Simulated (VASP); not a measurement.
# Rh (P6_3/mmc) in VASP: further runs

Aim: see how the results for Rh move with the level of theory and the settings. Levels: LDA, PBE. Tasks: single point.

Everything below comes from runs of VASP 6.6.1. Logs are shortened: lines on timing, memory, paths and dates and some standing lists are left out, and cuts for length are marked.

## 1. The cell of the first run

The structure is hexagonal, space group P6_3/mmc (No. 194). The conventional cell has a = 2.767 Å, b = 2.767 Å, c = 4.487 Å, α = 90.00°, β = 90.00°, γ = 120.00°. Rh (site symmetry -6m2) has 12 Rh at 2.75 to 2.77 Å within 3.6 Å.

## 2. Single point, LDA (volume scaled by 1.04)

Input file INCAR:

```
SYSTEM = Rh
  PREC = Accurate
  ENCUT = 520
  EDIFF = 1E-6
  ISMEAR = -1
  SIGMA = 0.05
  LREAL = .False.
  LASPH = .True.
  NELM = 80
  ALGO = Normal
  ISIF = 2
  LWAVE = .False.
  LCHARG = .False.
  NBANDS = 22
```

Input file KPOINTS:

```
regular mesh
0
Gamma
  11 11 6
  0 0 0
```

Input file POSCAR:

```
Rh
1.0
    2.7669170982      0.0000000000      0.0000000000
   -1.3834585491      2.3962204973      0.0000000000
    0.0000000000      0.0000000000      4.4867652751
Rh
2
Direct
    0.3333333333      0.6666666667      0.2500000000
    0.6666666667      0.3333333333      0.7500000000
```

Potentials or basis: VASP PAW LDA potentials, release 64 (Rh_pv).

Run with:

```
$ cat potpaw_LDA.64/Rh_pv/POTCAR > POTCAR
$ mpirun -np 1 vasp_std > vasp.out
```

OUTCAR:

```text
SYSTEM = Rh
   PREC = Accurate
   ENCUT = 520
   EDIFF = 1E-6
   ISMEAR = -1
   LREAL = .False.
   LASPH = .True.
   NELM = 80
   ISIF = 2

 ion  position               nearest neighbor table
   1  0.333  0.667  0.250-   2 2.75   2 2.75   2 2.75   2 2.75   2 2.75   2 2.75
   2  0.667  0.333  0.750-   1 2.75   1 2.75   1 2.75   1 2.75   1 2.75   1 2.75

  LATTYP: Found a hexagonal cell.
 ALAT       =     2.7669170982
 C/A-ratio  =     1.6215756077

  Lattice vectors:

 A1 = (   2.7669170982,   0.0000000000,   0.0000000000)
 A2 = (  -1.3834585491,   2.3962204973,   0.0000000000)
 A3 = (   0.0000000000,   0.0000000000,   4.4867652751)

Analysis of symmetry for initial positions (statically):
=====================================================================
 Subroutine PRICEL returns:
 Original cell was already a primitive cell.

 Routine SETGRP: Setting up the symmetry group for a
 hexagonal supercell.

 Subroutine GETGRP returns: Found 24 space group operations
 (whereof 12 operations were pure point group operations)
 out of a pool of 24 trial point group operations.

The static configuration has the point symmetry D_3d.
 The point group associated with its full space group is D_6h.

Analysis of symmetry for dynamics (positions and initial velocities):
=====================================================================
 Subroutine PRICEL returns:
 Original cell was already a primitive cell.

 Routine SETGRP: Setting up the symmetry group for a
 hexagonal supercell.

 Subroutine GETGRP returns: Found 24 space group operations
 (whereof 12 operations were pure point group operations)
 out of a pool of 24 trial point group operations.

The dynamic configuration has the point symmetry D_3d.
 The point group associated with its full space group is D_6h.

 Subroutine INISYM returns: Found 24 space group operations
 (whereof 12 operations are pure point group operations),
 and found     1 'primitive' translations

----------------------------------------------------------------------------------------

                                     Primitive cell

  volume of cell :      29.7479

  direct lattice vectors                    reciprocal lattice vectors
     2.766917098  0.000000000  0.000000000     0.361413069  0.208661933  0.000000000
    -1.383458549  2.396220497  0.000000000     0.000000000  0.417323865  0.000000000
[... 75 lines left out ...]
 SYSTEM =  Rh
   PREC   = accura    normal or accurate (medium, high low for compatibility)
   ISTART =      0    job   : 0-new  1-cont  2-samecut
   ICHARG =      2    charge: 1-file 2-atom 10-const
   ISPIN  =      1    spin polarized calculation?
   LNONCOLLINEAR =      F non collinear calculations
   LSORBIT =      F    spin-orbit coupling
   LASPH  =      T    aspherical Exc in radial PAW
   ENCUT  =  520.0 eV  38.22 Ry    6.18 a.u.   5.14  5.14  8.34*2*pi/ulx,y,z
   NELM   =     80;   NELMIN=  2; NELMDL= -5     # of ELM steps
   EDIFF  = 0.1E-05   stopping-criterion for ELM
   LREAL  =      F    real-space projection
   EDIFFG = 0.1E-04   stopping-criterion for IOM
   NSW    =      0    number of steps for IOM
   IBRION =     -1    ionic relax: 0-MD 1-quasi-New 2-CG
   NFREE  =      0    steps in history (QN), initial steepest desc. (CG)
   ISIF   =      2    stress and relaxation
   ISYM   =      2    0-nonsym 1-usesym 2-fastsym
   POTIM  = 0.5000    time-step for ionic-motion
   TEBEG  =    0.0;   TEEND  =   0.0 temperature during run
   PSTRESS=    0.0 pullay stress
   NELECT =      30.0000    total number of electrons
   NUPDOWN=      -1.0000    fix difference up-down
   EMIN   =  10.00;   EMAX   =-10.00  energy-range for DOS
   EFERMI =   0.00;   METHOD = LEGACY
   ISMEAR =    -1;   SIGMA  =   0.05  broadening in eV -4-tet -1-fermi 0-gaus
   EFERMI_NEDOS =   21; number of points for ismear=-14 and -15
   IALGO  =     38    algorithm
   IMIX   =      4    mixing-type and parameters
     AMIX     =   0.40;   BMIX     =  1.00
     AMIX_MAG =   1.60;   BMIX_MAG =  1.00
  volume/ion in A,a.u.               =      14.87       100.37
  Fermi-wavevector in a.u.,A,eV,Ry     =   1.641710  3.102382 36.670590  2.695212
  Thomas-Fermi vector in A             =   2.732135
   LORBIT       =      0    0 simple, 1 ext, 2 COOP (PROOUT), +10 PAW based schemes
   GGA     = CA    functional components
   LHFCALC =     F    Hartree Fock is set to
   AEXX    =    0.0000 exact exchange contribution
   IVDW    =     0    specifies the selected vdW correction
   LEPSILON=     F    determine dielectric tensor
   LRPA    =     F    only Hartree local field effects (RPA)
 non-spin polarized calculation
  energy-cutoff  :      520.00
  volume of cell :       29.75
 maximum number of plane-waves:       815
 NGX is ok and might be reduce to    24
   NGX = 11   NGY = 11   NGZ = 17

 number of electron      30.0000002 magnetization

 Free energy of the ion-electron system (eV)
  ---------------------------------------------------
  ext. energy  EPLUGINS =         0.00000000
  ---------------------------------------------------
  free energy    TOTEN  =       -17.00800091 eV

  energy without entropy =      -16.97599764  energy(sigma->0) =      -16.99199928

 E-fermi :  10.3805     XC(G=0): -13.8554

 val. band max:       10.3692550786   @ k =   0.3636   0.1818   0.3333
 cond. band min:      10.3814128542   @ k =   0.0909   0.0909   0.3333
 fundamental gap:      0.0121577757
 Fermi energy:        10.3804529832

 k-point     1 :       0.0000    0.0000    0.0000
  band No.  band energies     occupation
      1     -36.2935      2.00000
      2     -35.7862      2.00000
      3     -35.7862      2.00000
      4     -35.7169      2.00000
      5     -35.7033      2.00000
      6     -35.7033      2.00000
[... 589 lines left out ...]
     21      25.8027      0.00000
     22      27.4344      0.00000

 [... further k-points ...]
[... 5 lines left out ...]
  --------------------------------------------------------------------------------------
  -------------------------------------------------------------------------------------
  Total       -4.7570263     -4.7570263     -5.0443899      0.0000000     -0.0000000      0.0000000
  in kB     -256.2063326   -256.2063326   -271.6833071      0.0000000     -0.0000000      0.0000000
  external PRESSURE =    -261.3653241 kB  Pullay stress =       0.0000000 kB

 VOLUME and BASIS-vectors are now :
 -----------------------------------------------------------------------------
  energy-cutoff  :      520.00
  volume of cell :       29.75
      direct lattice vectors                 reciprocal lattice vectors
     2.766917098  0.000000000  0.000000000     0.361413069  0.208661933  0.000000000
    -1.383458549  2.396220497  0.000000000     0.000000000  0.417323865  0.000000000
     0.000000000  0.000000000  4.486765275     0.000000000  0.000000000  0.222877717

 POSITION                                       TOTAL-FORCE (eV/Angst)
 -----------------------------------------------------------------------------------
     -0.00000      1.59748      1.12169        -0.000000      0.000000      0.000000
      1.38346      0.79874      3.36507         0.000000     -0.000000      0.000000
 -----------------------------------------------------------------------------------
    total drift:                               -0.000000      0.000000     -0.000000

  FREE ENERGIE OF THE ION-ELECTRON SYSTEM (eV)
  ---------------------------------------------------
  free  energy   TOTEN  =       -17.0080009149 eV

  energy  without entropy=      -16.9759976380  energy(sigma->0) =      -16.99199928
```

stdout:

```text
POSCAR found type information on POSCAR Rh
 POSCAR found :  1 types and       2 ions
 scaLAPACK will be used
 LDA part: xc-table for (Slater(with rela. corr.)+CA(PZ))
 , standard interpolation
 POSCAR, INCAR and KPOINTS ok, starting setup
 FFT: planning ... GRIDC
 FFT: planning ... GRID_SOFT
 FFT: planning ... GRID
 WAVECAR not read
 entering main loop
```

Run time: 58 s. Hardware: 1 thread of AMD EPYC 7R13, shared host; peak memory 0.13 GiB.

What came out:

```yaml
Free_energy: -17.0080 eV
Pressure: -26.1 GPa
Band_gap_on_the_k_mesh: zero (band 15 reaches 10.93 eV, above the bottom of band 16 at 8.84 eV)
```

Stress tensor (GPa, compression positive):
```
-25.62   0.00   0.00
  0.00 -25.62   0.00
  0.00   0.00 -27.17
```

Caveat: the cell differs from its parent crystal (volume scaled by 1.04).

## 3. Single point, LDA (volume scaled by 1.06)

Input file INCAR:

```
SYSTEM = Rh
PREC = Accurate
ENCUT = 520
EDIFF = 1E-6
ISMEAR = -1
SIGMA = 0.05
LREAL = .False.
LASPH = .True.
NELM = 100
ALGO = Normal
ISIF = 2
LWAVE = .False.
LCHARG = .False.
GGA = CA
NBANDS = 22
```

KPOINTS is that of step 2.

Input file POSCAR:

```
Rh
1.0
    2.7845412492      0.0000000000      0.0000000000
   -1.3922706246      2.4114834597      0.0000000000
    0.0000000000      0.0000000000      4.5153441684
Rh
2
Direct
    0.3333333333      0.6666666667      0.2500000000
    0.6666666667      0.3333333333      0.7500000000
```

Potentials or basis: VASP PAW LDA potentials, release 64 (Rh_pv).

Run with:

```
$ cat potpaw_LDA.64/Rh_pv/POTCAR > POTCAR
$ mpirun -np 1 vasp_std > vasp.out
```

OUTCAR:

```text
SYSTEM = Rh
   PREC = Accurate
   ENCUT = 520
   EDIFF = 1E-6
   ISMEAR = -1
   LREAL = .False.
   LASPH = .True.
   NELM = 100
   ISIF = 2
   GGA = CA

 ion  position               nearest neighbor table
   1  0.333  0.667  0.250-   2 2.77   2 2.77   2 2.77   2 2.77   2 2.77   2 2.77
   2  0.667  0.333  0.750-   1 2.77   1 2.77   1 2.77   1 2.77   1 2.77   1 2.77

  LATTYP: Found a hexagonal cell.
 ALAT       =     2.7845412492
 C/A-ratio  =     1.6215756077

  Lattice vectors:
[... 190 lines left out ...]
      1     -36.5473      2.00000
      2     -36.0721      2.00000
      3     -36.0721      2.00000
      4     -36.0083      2.00000
      5     -35.9943      2.00000
      6     -35.9943      2.00000
[... 589 lines left out ...]
     21      25.2981      0.00000
     22      27.0030      0.00000

 [... further k-points ...]
[... 5 lines left out ...]
  --------------------------------------------------------------------------------------
  -------------------------------------------------------------------------------------
  Total       -5.4151764     -5.4151764     -5.7164255      0.0000000      0.0000000      0.0000000
  in kB     -286.1504203   -286.1504203   -302.0691182      0.0000000      0.0000000      0.0000000
  external PRESSURE =    -291.4566529 kB  Pullay stress =       0.0000000 kB

 VOLUME and BASIS-vectors are now :
 -----------------------------------------------------------------------------
  energy-cutoff  :      520.00
  volume of cell :       30.32
      direct lattice vectors                 reciprocal lattice vectors
     2.784541249  0.000000000  0.000000000     0.359125583  0.207341252  0.000000000
    -1.392270625  2.411483460  0.000000000     0.000000000  0.414682504  0.000000000
     0.000000000  0.000000000  4.515344168     0.000000000  0.000000000  0.221467060

 POSITION                                       TOTAL-FORCE (eV/Angst)
 -----------------------------------------------------------------------------------
     -0.00000      1.60766      1.12884         0.000000     -0.000000      0.000000
      1.39227      0.80383      3.38651        -0.000000      0.000000      0.000000
 -----------------------------------------------------------------------------------
    total drift:                               -0.000000      0.000000     -0.000000

  FREE ENERGIE OF THE ION-ELECTRON SYSTEM (eV)
  ---------------------------------------------------
  free  energy   TOTEN  =       -16.9095950933 eV

  energy  without entropy=      -16.8765511719  energy(sigma->0) =      -16.89307313
```

Run time: 71 s. Hardware: 1 thread of AMD EPYC 7R13, shared host; peak memory 0.13 GiB.

What came out:

```yaml
Free_energy: -16.9096 eV
Pressure: -29.1 GPa
Band_gap_on_the_k_mesh: zero (band 15 reaches 10.59 eV, above the bottom of band 16 at 8.57 eV)
```

Caveat: the cell differs from its parent crystal (volume scaled by 1.06).

## 4. Single point, LDA

This run uses another cell than the first one, of 14.30 Å³/atom, 0.962 times its volume.

Input file INCAR:

```
  ALGO = Normal
  EDIFF = 1E-7
  ENCUT = 520
  GGA = CA
  ISIF = 2
  ISMEAR = -1
  LASPH = T
  LCHARG = F
  LREAL = F
  LWAVE = F
  NBANDS = 22
  NELM = 80
  PREC = Accurate
  SIGMA = 0.05
```

Input file KPOINTS:

```
k-points
0
Gamma
  11 11 6
```

Input file POSCAR:

```
Rh
1.0
    2.7309790422      0.0000000000      0.0000000000
   -1.3654895211      2.3650972278      0.0000000000
    0.0000000000      0.0000000000      4.4284890000
Rh
2
Direct
    0.3333333333      0.6666666667      0.2500000000
    0.6666666667      0.3333333333      0.7500000000
```

Run with:

```
$ cat potpaw_LDA.64/Rh_pv/POTCAR > POTCAR
$ mpirun -np 1 vasp_std > vasp.out
```

Wall time 14 s (1 thread of Intel Xeon 6975P-C (Granite Rapids), shared host); peak memory 0.14 GiB.

Results (log left out):

| Item | Value |
| --- | --- |
| Free energy | -17.1685 eV |
| Pressure | -18.7 GPa |
| Band gap on the k mesh | zero (band 15 reaches 11.66 eV, above the bottom of band 16 at 9.44 eV) |

Stress tensor (GPa, compression positive):
```
-18.21   0.00   0.00
  0.00 -18.21   0.00
  0.00   0.00 -19.66
```

Levels at points of the mesh, in eV from the Fermi level:
```
           k point  band 12  band 13  band 14  band 15  band 16  band 17  band 18  band 19
(0.00, 0.00, 0.00)    -2.38    -2.38    -1.78    -1.78     0.14     0.14     0.72     8.16
(0.00, 0.00, 0.50)    -2.97    -2.97    -2.97    -0.41    -0.41    -0.41    -0.41    14.63
```

(Part 1 of 2 ends here.)
